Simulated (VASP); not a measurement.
# PtS2 in VASP: single point with PBE+D3(BJ)

Aim: the single point of PtS2 with PBE+D3(BJ).

Program: VASP 6.6.1. These are calculated values, not measurements. Logs are shortened: lines on timing, memory, paths and dates and some standing lists are left out, and cuts for length are marked.

## Step 1: The cell of the first run

The cell holds a slab with vacuum, 12 atoms: a = 7.167 Å, b = 7.167 Å, c = 22.628 Å, α = 90.00°, β = 90.00°, γ = 120.00°.

## Step 2: Single point, PBE+D3(BJ)

INCAR reads:

```
SYSTEM = PtS2
ALGO = Normal
DIPOL = 0.5 0.5 0.407
EDIFF = 1E-6
ENCUT = 520
GGA = PE
IDIPOL = 3
ISIF = 2
ISMEAR = 0
IVDW = 12
LASPH = .TRUE.
LCHARG = .FALSE.
LDIPOL = .TRUE.
LREAL = .FALSE.
LWAVE = .FALSE.
NBANDS = 56
NELM = 60
PREC = Accurate
SIGMA = 0.05
```

KPOINTS reads:

```
k-points
0
G
  3 3 1
  0 0 0
```

POSCAR reads:

```
PtS2
1.0
    7.1666166682      0.0000000000      0.0000000000
   -3.5833083341      6.2064720939      0.0000000000
    0.0000000000      0.0000000000     22.6283432108
S Pt
8 4
Direct
    0.3333333333      0.1666666667      0.3535389191
    0.3333333334      0.6666666667      0.3535389191
    0.8333333333      0.1666666667      0.3535389191
    0.8333333333      0.6666666667      0.3535389191
    0.1662230432      0.3324460865      0.4612378111
    0.1661399589      0.8339764251      0.4609765346
    0.6665067585      0.3330135171      0.4612792932
    0.6678364663      0.8339764251      0.4609765346
    0.0001666301      0.0003332603      0.4071140599
    0.0001339115      0.4999120190      0.4075001630
    0.4999769062     -0.0000461877      0.4073398455
    0.4997781076      0.4999120190      0.4075001630
```

Potentials or basis: VASP PAW PBE potentials, release 64 (S, Pt).

Command:

```console
> cat potpaw_PBE.64/S/POTCAR potpaw_PBE.64/Pt/POTCAR > POTCAR
> mpirun -np 1 vasp_std > vasp.out
```

OUTCAR:

```text
SYSTEM = PtS2
   EDIFF = 1E-6
   ENCUT = 520
   GGA = PE
   ISIF = 2
   ISMEAR = 0
   IVDW = 12
   LASPH = .TRUE.
   LREAL = .FALSE.
   NELM = 60
   PREC = Accurate
 IVDW          = 12

 ion  position               nearest neighbor table
   1  0.333  0.167  0.354-   9 2.40  11 2.40  12 2.40
   2  0.333  0.667  0.354-  11 2.40  10 2.40  12 2.40
   3  0.833  0.167  0.354-   9 2.40  11 2.40  10 2.40
   4  0.833  0.667  0.354-   9 2.40  12 2.40  10 2.40
   5  0.166  0.332  0.461-   9 2.40  10 2.40  12 2.40
   6  0.166  0.834  0.461-   9 2.40  10 2.40  11 2.40
   7  0.667  0.333  0.461-  11 2.40  12 2.40  10 2.40
   8  0.668  0.834  0.461-   9 2.40  12 2.40  11 2.40
   9  0.000  0.000  0.407-   8 2.40   6 2.40   1 2.40   3 2.40   5 2.40   4 2.40
  10  0.000  0.500  0.408-   6 2.40   5 2.40   2 2.40   7 2.40   3 2.40   4 2.40
  11  0.500  1.000  0.407-   2 2.40   3 2.40   1 2.40   7 2.40   6 2.40   8 2.40
  12  0.500  0.500  0.408-   8 2.40   5 2.40   2 2.40   7 2.40   1 2.40   4 2.40

  LATTYP: Found a hexagonal cell.
 ALAT       =     7.1666166682
 C/A-ratio  =     3.1574652669

  Lattice vectors:

 A1 = (   7.1666166682,   0.0000000000,   0.0000000000)
 A2 = (  -3.5833083341,   6.2064720939,   0.0000000000)
 A3 = (   0.0000000000,   0.0000000000,  22.6283432108)

Analysis of symmetry for initial positions (statically):
=====================================================================
 Subroutine PRICEL returns:
 Original cell was already a primitive cell.

 Routine SETGRP: Setting up the symmetry group for a
 hexagonal supercell.

 Subroutine GETGRP returns: Found  2 space group operations
 (whereof  2 operations were pure point group operations)
 out of a pool of 24 trial point group operations.

The static configuration has the point symmetry C_1h.

Analysis of symmetry for dynamics (positions and initial velocities):
=====================================================================
 Subroutine PRICEL returns:
 Original cell was already a primitive cell.

 Routine SETGRP: Setting up the symmetry group for a
 hexagonal supercell.

 Subroutine GETGRP returns: Found  2 space group operations
 (whereof  2 operations were pure point group operations)
 out of a pool of 24 trial point group operations.

The dynamic configuration has the point symmetry C_1h.

 Subroutine INISYM returns: Found  2 space group operations
 (whereof  2 operations are pure point group operations),
 and found     1 'primitive' translations

[... 110 lines left out ...]
   IALGO  =     38    algorithm
   IMIX   =      4    mixing-type and parameters
     AMIX     =   0.40;   BMIX     =  1.00
     AMIX_MAG =   1.60;   BMIX_MAG =  1.00
  volume/ion in A,a.u.               =      83.87       566.01
  Fermi-wavevector in a.u.,A,eV,Ry     =   0.726605  1.373085  7.183265  0.527955
  Thomas-Fermi vector in A             =   1.817620
   LORBIT       =      0    0 simple, 1 ext, 2 COOP (PROOUT), +10 PAW based schemes
   GGA     = PE    functional components
   LHFCALC =     F    Hartree Fock is set to
   AEXX    =    0.0000 exact exchange contribution
   IVDW    =    12    specifies the selected vdW correction
   LEPSILON=     F    determine dielectric tensor
   LRPA    =     F    only Hartree local field effects (RPA)
 non-spin polarized calculation
 Gauss-broadening in eV      SIGMA  =   0.05
  energy-cutoff  :      520.00
  volume of cell :     1006.50
 maximum number of plane-waves:     27093
 NGX is ok and might be reduce to    54
   NGX = 27   NGY = 27   NGZ = 85

 dipolmoment           0.000000      0.000000     -0.000018 electrons x Angstroem

 number of electron      87.9999999 magnetization

 dipolmoment           0.000000      0.000000      0.000040 electrons x Angstroem

 Free energy of the ion-electron system (eV)
  ---------------------------------------------------
  ext. energy  EPLUGINS =         0.00000000
  ---------------------------------------------------
  free energy    TOTEN  =       -61.83434987 eV

  energy without entropy =      -61.83434987  energy(sigma->0) =      -61.83434987

 E-fermi :  -3.4430     XC(G=0):  -2.8530

 val. band max:       -3.6738185390   @ k =   0.3333   0.3333   0.0000
 cond. band min:      -1.6419179340   @ k =   0.3333   0.0000   0.0000
 fundamental gap:      2.0319006049
 Fermi energy:        -3.4429838637

 k-point     1 :       0.0000    0.0000    0.0000
  band No.  band energies     occupation
      1     -17.6624      2.00000
      2     -16.0594      2.00000
      3     -16.0584      2.00000
      4     -16.0567      2.00000
      5     -15.7283      2.00000
      6     -15.7253      2.00000
[... 225 lines left out ...]
     55       3.1858      0.00000
     56       3.2446      0.00000

------------------------ aborting loop because EDIFF is reached ----------------------------------------

 vacuum level on the upper side and lower side of the slab       (xc-potential included)        -0.080        -0.081

 Edisp (eV)   -3.24471

 E8    (eV) :    -1.3970

  FORCE on cell =-STRESS in cart. coord.  units (eV):
  Direction    XX          YY          ZZ          XY          YZ          ZX
  --------------------------------------------------------------------------------------
  -------------------------------------------------------------------------------------
  Total      -4.14177    -4.14876    -0.40991     0.00000    -0.00614     0.00000
  in kB      -6.59303    -6.60416    -0.65251     0.00000    -0.00978     0.00000
  external pressure =       -4.62 kB  Pullay stress =        0.00 kB

 VOLUME and BASIS-vectors are now :
 -----------------------------------------------------------------------------
  energy-cutoff  :      520.00
  volume of cell :     1006.50
      direct lattice vectors                 reciprocal lattice vectors
     7.166616668  0.000000000  0.000000000     0.139535857  0.080561065  0.000000000
    -3.583308334  6.206472094  0.000000000     0.000000000  0.161122129  0.000000000
     0.000000000  0.000000000 22.628343211     0.000000000  0.000000000  0.044192365

 POSITION                                       TOTAL-FORCE (eV/Angst)
 -----------------------------------------------------------------------------------
      1.79165      1.03441      8.00000         0.019822      0.028228      0.023386
      0.00000      4.13765      8.00000         0.000000     -0.015055      0.059822
      5.37496      1.03441      8.00000        -0.019822      0.028228      0.023386
      3.58331      4.13765      8.00000         0.000000     -0.034863      0.038329
     -0.00000      2.06332     10.43705         0.000000      0.046909     -0.040045
     -1.79773      5.17605     10.43114         0.056284     -0.027976      0.000195
      3.58331      2.06684     10.43799         0.000000      0.010019     -0.046666
      1.79773      5.17605     10.43114        -0.056284     -0.027976      0.000195
     -0.00000      0.00207      9.21232         0.000000     -0.037013      0.017932
     -1.79038      3.10269      9.22105        -0.045308      0.007900     -0.037787
      0.00000      6.20619      9.21743         0.000000      0.013698     -0.000960
      1.79038      3.10269      9.22105         0.045308      0.007900     -0.037787
 -----------------------------------------------------------------------------------
    total drift:                                0.000000     -0.000018     -0.002160

  FREE ENERGIE OF THE ION-ELECTRON SYSTEM (eV)
  ---------------------------------------------------
  free  energy   TOTEN  =       -65.0790638808 eV

  energy  without entropy=      -65.0790638807  energy(sigma->0) =      -65.07906388

 vacuum level on the upper side and lower side of the slab         2.602         2.601
```

stdout:

```text
POSCAR found type information on POSCAR S Pt
 POSCAR found :  2 types and      12 ions
 scaLAPACK will be used
 LDA part: xc-table for (Slater+PW92), standard interpolation
 POSCAR, INCAR and KPOINTS ok, starting setup
 FFT: planning ... GRIDC
 FFT: planning ... GRID_SOFT
 FFT: planning ... GRID
 WAVECAR not read
 entering main loop
```

Run time: 12 min. Hardware: 1 thread of Intel Xeon Platinum 8259CL at 2.50GHz (Skylake/Cascade Lake), shared host; peak memory 0.99 GiB.

Results:

```
Free energy                : -65.0791 eV
Largest force              : 0.063 eV/Å
Band gap on the k mesh     : 2.03 eV
Dispersion energy per atom : -0.270 eV
```

Forces in eV/Å, atoms in the order of the input:
```
S    0.020  0.028  0.023
S    0.000 -0.015  0.060
S   -0.020  0.028  0.023
S    0.000 -0.035  0.038
S    0.000  0.047 -0.040
S    0.056 -0.028  0.000
S    0.000  0.010 -0.047
S   -0.056 -0.028  0.000
Pt   0.000 -0.037  0.018
Pt  -0.045  0.008 -0.038
Pt   0.000  0.014 -0.001
Pt   0.045  0.008 -0.038
```

Caveat: spin-orbit coupling is left out, which moves the levels of the heavy elements.
